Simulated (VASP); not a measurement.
# In: single point with PBE

Crystal: In.

```
In
1.0
    -1.88253    1.88253    1.88253
     1.88253   -1.88253    1.88253
     1.88253    1.88253   -1.88253
In
1
Direct
  0.00000 0.00000 0.00000
```

| Item | Value |
| --- | --- |
| Program | VASP 6.6.1 |
| Task | single point |
| Functional | PBE |
| Potentials or basis | VASP PAW PBE potentials, release 64 (In_d) |
| Cutoff | 520 eV |
| k mesh | 10 × 10 × 10 |
| Occupations | gaussian, width 0.012 eV |
| Spin | no spin polarisation |

The pressure is 1.5 GPa.

Levels at points of the mesh, in eV from the Fermi level:
```csv
k point,band 4,band 5,band 6,band 7,band 8,band 9
"(0.00, 0.00, 0.00)",-14.36,-14.36,-9.36,10.94,10.94,10.94
"(0.50, 0.00, 0.00)",-14.36,-14.19,-3.88,-3.07,5.88,7.31
"(0.50, 0.50, 0.50)",-14.23,-14.23,0.94,1.31,1.31,1.31
```

It took 11 s on 1 thread of AMD EPYC 7R13 Processor (Zen 3), with other jobs on the host, peak memory 0.11 GiB.

Caveat: spin-orbit coupling is left out, which moves the levels of the heavy elements.
